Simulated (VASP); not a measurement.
# InSe in VASP: a series of runs

InSe is run at these levels: PBE+D3(BJ); tasks: single point.

Everything below comes from runs of VASP 6.6.1. Logs are shortened: lines on timing, memory, paths and dates and some standing lists are left out, and cuts for length are marked.

### 1 The cell of the first run

The cell holds a slab with vacuum, 4 atoms: a = 3.960 Å, b = 3.960 Å, c = 36.721 Å, α = 90.00°, β = 90.00°, γ = 120.00°.

### 2 Single point, PBE+D3(BJ)

Input file INCAR:

```
SYSTEM = InSe
ALGO = Normal
DIPOL = 0.5 0.5 0.500
EDIFF = 1E-6
ENCUT = 520
GGA = PE
IDIPOL = 3
ISIF = 2
ISMEAR = 0
IVDW = 12
LASPH = .True.
LCHARG = .False.
LDIPOL = .True.
LREAL = .False.
LWAVE = .False.
NBANDS = 27
NELM = 100
PREC = Accurate
SIGMA = 0.02
```

Input file KPOINTS:

```
k-points
0
Gamma
  9 9 1
  0 0 0
```

Input file POSCAR:

```
InSe
1.0
    3.9600000000      0.0000000000      0.0000000000
   -1.9800000000      3.4294605990      0.0000000000
    0.0000000000      0.0000000000     36.7211901288
Se In
2 2
Direct
    0.0000000000      0.0000000000      0.4282428102
    0.0000000000      0.0000000000      0.5717294451
    0.6666666667      0.3333333333      0.4627593992
    0.6666666667      0.3333333333      0.5372129085
```

Potentials or basis: VASP PAW PBE potentials, release 64 (Se, In_d).

Launch:

```
$ cat potpaw_PBE.64/Se/POTCAR potpaw_PBE.64/In_d/POTCAR > POTCAR
$ mpirun -np 1 vasp_std > vasp.out
```

OUTCAR:

```text
SYSTEM = InSe
   EDIFF = 1E-6
   ENCUT = 520
   GGA = PE
   ISIF = 2
   ISMEAR = 0
   IVDW = 12
   LASPH = .True.
   LREAL = .False.
   NELM = 100
   PREC = Accurate
 IVDW          = 12

 ion  position               nearest neighbor table
   1  0.000  0.000  0.428-   3 2.61   3 2.61   3 2.61
   2  0.000  0.000  0.572-   4 2.61   4 2.61   4 2.61
   3  0.667  0.333  0.463-   1 2.61   1 2.61   1 2.61   4 2.73
   4  0.667  0.333  0.537-   2 2.61   2 2.61   2 2.61   3 2.73

  LATTYP: Found a hexagonal cell.
 ALAT       =     3.9600000000
 C/A-ratio  =     9.2730278103

  Lattice vectors:

 A1 = (   3.9600000000,   0.0000000000,   0.0000000000)
 A2 = (  -1.9800000000,   3.4294605990,   0.0000000000)
 A3 = (   0.0000000000,   0.0000000000,  36.7211901288)

Analysis of symmetry for initial positions (statically):
=====================================================================
 Subroutine PRICEL returns:
 Original cell was already a primitive cell.

 Routine SETGRP: Setting up the symmetry group for a
 hexagonal supercell.

 Subroutine GETGRP returns: Found 12 space group operations
 (whereof  6 operations were pure point group operations)
 out of a pool of 24 trial point group operations.

The static configuration has the point symmetry C_3v.
 The point group associated with its full space group is D_3h.

Analysis of symmetry for dynamics (positions and initial velocities):
=====================================================================
 Subroutine PRICEL returns:
 Original cell was already a primitive cell.

 Routine SETGRP: Setting up the symmetry group for a
 hexagonal supercell.

 Subroutine GETGRP returns: Found 12 space group operations
 (whereof  6 operations were pure point group operations)
 out of a pool of 24 trial point group operations.

The dynamic configuration has the point symmetry C_3v.
 The point group associated with its full space group is D_3h.

 Subroutine INISYM returns: Found 12 space group operations
 (whereof  6 operations are pure point group operations),
 and found     1 'primitive' translations

----------------------------------------------------------------------------------------

                                     Primitive cell

  volume of cell :     498.6981

  direct lattice vectors                    reciprocal lattice vectors
     3.960000000  0.000000000  0.000000000     0.252525253  0.145795523  0.000000000
    -1.980000000  3.429460599  0.000000000     0.000000000  0.291591045  0.000000000
     0.000000000  0.000000000 36.721190129     0.000000000  0.000000000  0.027232233
[... 84 lines left out ...]
   TEBEG  =    0.0;   TEEND  =   0.0 temperature during run
   PSTRESS=    0.0 pullay stress
   NELECT =      38.0000    total number of electrons
   NUPDOWN=      -1.0000    fix difference up-down
   EMIN   =  10.00;   EMAX   =-10.00  energy-range for DOS
   EFERMI =   0.00;   METHOD = LEGACY
   ISMEAR =     0;   SIGMA  =   0.02  broadening in eV -4-tet -1-fermi 0-gaus
   EFERMI_NEDOS =   21; number of points for ismear=-14 and -15
   IALGO  =     38    algorithm
   IMIX   =      4    mixing-type and parameters
     AMIX     =   0.40;   BMIX     =  1.00
     AMIX_MAG =   1.60;   BMIX_MAG =  1.00
  volume/ion in A,a.u.               =     124.67       841.35
  Fermi-wavevector in a.u.,A,eV,Ry     =   0.694049  1.311562  6.553980  0.481704
  Thomas-Fermi vector in A             =   1.776433
   LORBIT       =      0    0 simple, 1 ext, 2 COOP (PROOUT), +10 PAW based schemes
   GGA     = PE    functional components
   LHFCALC =     F    Hartree Fock is set to
   AEXX    =    0.0000 exact exchange contribution
   IVDW    =    12    specifies the selected vdW correction
   LEPSILON=     F    determine dielectric tensor
   LRPA    =     F    only Hartree local field effects (RPA)
 non-spin polarized calculation
 Gauss-broadening in eV      SIGMA  =   0.02
  energy-cutoff  :      520.00
  volume of cell :      498.70
 maximum number of plane-waves:     13559
 NGX is ok and might be reduce to    30
   NGX = 15   NGY = 15   NGZ =137

 dipolmoment           0.000000      0.000000      0.000000 electrons x Angstroem

 number of electron      37.9999992 magnetization

 dipolmoment           0.000000      0.000000     -0.000011 electrons x Angstroem

 Free energy of the ion-electron system (eV)
  ---------------------------------------------------
  ext. energy  EPLUGINS =         0.00000000
  ---------------------------------------------------
  free energy    TOTEN  =       -14.09948218 eV

  energy without entropy =      -14.09948218  energy(sigma->0) =      -14.09948218

 E-fermi :  -3.6602     XC(G=0):  -2.3441

 val. band max:       -3.7773069472   @ k =   0.1111   0.1111   0.0000
 cond. band min:      -1.9841554823   @ k =   0.0000   0.0000   0.0000
 fundamental gap:      1.7931514649
 Fermi energy:        -3.6601806256

 k-point     1 :       0.0000    0.0000    0.0000
  band No.  band energies     occupation
      1     -17.8835      2.00000
      2     -17.6659      2.00000
      3     -17.6659      2.00000
      4     -17.5654      2.00000
      5     -17.5654      2.00000
      6     -17.5571      2.00000
[... 349 lines left out ...]
     26       4.0078      0.00000
     27       4.2871      0.00000

------------------------ aborting loop because EDIFF is reached ----------------------------------------

 vacuum level on the upper side and lower side of the slab       (xc-potential included)        -0.006        -0.006

 Edisp (eV)   -0.93128

 E8    (eV) :    -0.4497

  FORCE on cell =-STRESS in cart. coord.  units (eV):
  Direction    XX          YY          ZZ          XY          YZ          ZX
  --------------------------------------------------------------------------------------
  -------------------------------------------------------------------------------------
  Total       2.08103     2.08103     2.15194     0.00000     0.00000    -0.00000
  in kB       6.68577     6.68577     6.91358     0.00000     0.00000    -0.00000
  external pressure =        6.76 kB  Pullay stress =        0.00 kB

 VOLUME and BASIS-vectors are now :
 -----------------------------------------------------------------------------
  energy-cutoff  :      520.00
  volume of cell :      498.70
      direct lattice vectors                 reciprocal lattice vectors
     3.960000000  0.000000000  0.000000000     0.252525253  0.145795523  0.000000000
    -1.980000000  3.429460599  0.000000000     0.000000000  0.291591045  0.000000000
     0.000000000  0.000000000 36.721190129     0.000000000  0.000000000  0.027232233

 POSITION                                       TOTAL-FORCE (eV/Angst)
 -----------------------------------------------------------------------------------
      0.00000      0.00000     15.72559        -0.000000     -0.000000     -0.486970
      0.00000      0.00000     20.99459        -0.000000     -0.000000      0.486970
      1.98000      1.14315     16.99308         0.000000      0.000000      0.143239
      1.98000      1.14315     19.72710         0.000000      0.000000     -0.143239
 -----------------------------------------------------------------------------------
    total drift:                               -0.000000      0.000000     -0.001457

  FREE ENERGIE OF THE ION-ELECTRON SYSTEM (eV)
  ---------------------------------------------------
  free  energy   TOTEN  =       -15.0307574096 eV

  energy  without entropy=      -15.0307574096  energy(sigma->0) =      -15.03075741

 vacuum level on the upper side and lower side of the slab         2.164         2.164
```

Wall time 2.4 min (1 thread of Intel Xeon 6975P-C (Granite Rapids), shared host); peak memory 0.59 GiB.

Results:

```yaml
Free_energy: -15.0308 eV
Largest_force: 0.487 eV/Å
Band_gap_on_the_k_mesh: 1.79 eV (least direct gap 1.88 eV)
Dispersion_energy_per_atom: -0.233 eV
```

Forces in eV/Å, atoms in the order of the input:
```
Se   0.000  0.000 -0.487
Se   0.000  0.000  0.487
In   0.000  0.000  0.143
In   0.000  0.000 -0.143
```

Caveat: spin-orbit coupling is left out, which moves the levels of the heavy elements.

### 3 Single point, PBE+D3(BJ)

Input file INCAR:

```
PREC = Accurate
ENCUT = 520
EDIFF = 1E-6
ISMEAR = 0
SIGMA = 0.02
LREAL = F
LASPH = T
NELM = 60
ALGO = Normal
ISIF = 2
LWAVE = F
LCHARG = T
LDIPOL = T
IDIPOL = 3
DIPOL = 0.5 0.5 0.500
GGA = PE
IVDW = 12
LELF = T
LVHAR = T
LVACPOTAV = T
NBANDS = 27
```

Input file KPOINTS:

```
Automatic mesh
0
Gamma
  9 9 1
```

Input file POSCAR:

```
InSe
1.0
    3.9600000000      0.0000000000      0.0000000000
   -1.9800000000      3.4294605990      0.0000000000
    0.0000000000      0.0000000000     36.7211901288
Se In
2 2
Direct
    0.0000000000      0.0000000000      0.4250702551
    0.0000000000      0.0000000000      0.5749020002
    0.6666666667      0.3333333333      0.4611131992
    0.6666666667      0.3333333333      0.5388591109
```

Potentials or basis: VASP PAW PBE potentials, release 64 (Se, In_d).

Launch:

```
$ cat potpaw_PBE.64/Se/POTCAR potpaw_PBE.64/In_d/POTCAR > POTCAR
$ mpirun -np 1 vasp_std > vasp.out
```

Wall time 2.5 min (1 thread of Intel Xeon 6975P-C (Granite Rapids), shared host); peak memory 0.6 GiB.

It converged, with:

| Item | Value |
| --- | --- |
| Free energy | -15.0614 eV |
| Largest force | 0.366 eV/Å |
| Band gap on the k mesh | 1.84 eV (least direct gap 1.93 eV) |
| Dispersion energy per atom | -0.227 eV |
| Ionisation potential of the upper face | 6.05 eV |

Forces in eV/Å, atoms in the order of the input:
```
Se   0.000  0.000 -0.067
Se   0.000  0.000  0.067
In   0.000  0.000  0.366
In   0.000  0.000 -0.366
```

Levels at points of the mesh, in eV from the valence-band top:
| k point | band 17 | band 18 | band 19 | band 20 | band 21 | band 22 |
| --- | --- | --- | --- | --- | --- | --- |
| (0.00, 0.00, 0.00) | -0.19 | -0.19 | -0.10 | 1.84 | 3.11 | 5.43 |

Caveat: spin-orbit coupling is left out, which moves the levels of the heavy elements.
